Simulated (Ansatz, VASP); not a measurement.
# ZrIn2Te2: VASP beside Ansatz

```xyz
5
Lattice="4.8368 0.0000 0.0000 -2.4184 4.1888 0.0000 0.0000 0.0000 7.4854" Properties=species:S:1:pos:R:3 pbc="T T T"
Zr    2.4184    1.3963    0.0000
In    2.4184    1.3963    5.5491
In    2.4184    1.3963    1.9363
Te    2.4184    1.3963    3.7427
Te    0.0000    0.0000    3.7427
```

Alike in both runs: task relaxation of cell and atoms; functional PBE; k mesh 4 × 4 × 2; occupations gaussian, width 0.2 eV; no spin polarisation.

```csv
,VASP,Ansatz
version,VASP 6.6.1,Ansatz 0.2.0
potentials or method,"VASP PAW PBE potentials, release 64 (Zr_sv, In_d, Te), cutoff 600 eV","scalar-relativistic, plane waves, PAW"
valence electrons in the cell,50,70
```

Ansatz gave:

```
gap on the k mesh at the Fermi level, each at its own relaxed structure (eV) : none
relaxed volume (Å³/atom)                                                     : 51.71
relaxed cell length with the largest relative difference (Å)                 : 11.733
```

Estimate VASP's values.

gap on the k mesh at the Fermi level, each at its own relaxed structure (eV): none; relaxed volume (Å³/atom): 51.77; relaxed cell length with the largest relative difference (Å): 11.760.

A gap of «none» marks a metal or a gap that the smearing closes. VASP's potentials hold 50 valence electrons a cell and Ansatz's 70, so a difference there can come from the potentials and not from the codes.

The k mesh is coarse, so the values compare programs but aren't converged. Spin-orbit coupling is off throughout. Noted on VASP's run: the volume moved by over 15 % at a fixed basis, so the end points are rough.
